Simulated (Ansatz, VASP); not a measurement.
## H in VASP and in Ansatz

Contents of INCAR:

```
  PREC = Accurate
  ENCUT = 520
  EDIFF = 1E-7
  ISMEAR = 0
  SIGMA = 0.05
  LREAL = F
  LASPH = T
  NELM = 100
  ALGO = Normal
  ISIF = 2
  LWAVE = F
  LCHARG = T
  GGA = PE
  LELF = T
  LVHAR = T
  NBANDS = 8
```

Contents of KPOINTS:

```
regular mesh
0
Gamma
  8 8 8
```

POSCAR

```
H
1.0
   -1.8432747151      1.8432747151      2.2855640979
    1.8432747151     -1.8432747151      2.2855640979
    1.8664605605      1.8664605605     -2.2855640979
H
2
Direct
    0.9178910720      0.9178910720      0.0000000000
    0.0821089280      0.0821089280      0.0000000000
```

Input for Ansatz:

```yaml
crystal:
  lattice:
    - [-1.8432747151, 1.8432747151, 2.2855640979]
    - [1.8432747151, -1.8432747151, 2.2855640979]
    - [1.8664605605, 1.8664605605, -2.2855640979]
  atoms:
    - { symbol: H, position: [0.917891072, 0.917891072, 0.0] }
    - { symbol: H, position: [0.082108928, 0.082108928, 0.0] }
basis:
  ecutwfc: 420
kpoints:
  mp_grid: { grid: [8, 8, 8] }
hamiltonian:
  xc: pbe
scf:
  occupations: { method: gaussian, width: 0.05 }
output:
  forces: true
  stress: true
  eigenvalues: true
```

Change from the starting cell: strain +0.0125 x Voigt [0, 0, 0, 0, 0, 1], atoms carried along.

Alike in both runs: task single point; functional PBE; k mesh 8 × 8 × 8; occupations gaussian, width 0.05 eV; no spin polarisation.

|  | VASP | Ansatz |
| --- | --- | --- |
| version | VASP 6.6.1 | Ansatz 0.2.0 |
| potentials or method | VASP PAW PBE potentials, release 64 (H), cutoff 520 eV | scalar-relativistic, plane waves, PAW |
| valence electrons in the cell | 2 | 2 |

Ansatz gave:

| Property | Result |
| --- | --- |
| gap on the k mesh at the Fermi level (eV) | 9.27 |
| least direct gap on the mesh (eV) | 9.75 |
| pressure (GPa) | 0.0 |
| rms of the force components (eV/Å) | 0.001 |

Problem. Which values does VASP return?

Solution. gap on the k mesh at the Fermi level (eV): 9.28; least direct gap on the mesh (eV): 9.75; pressure (GPa): -0.2; rms of the force components (eV/Å): 0.005.

Atom by atom the forces differ by 0.006 eV/Å (rms over components).
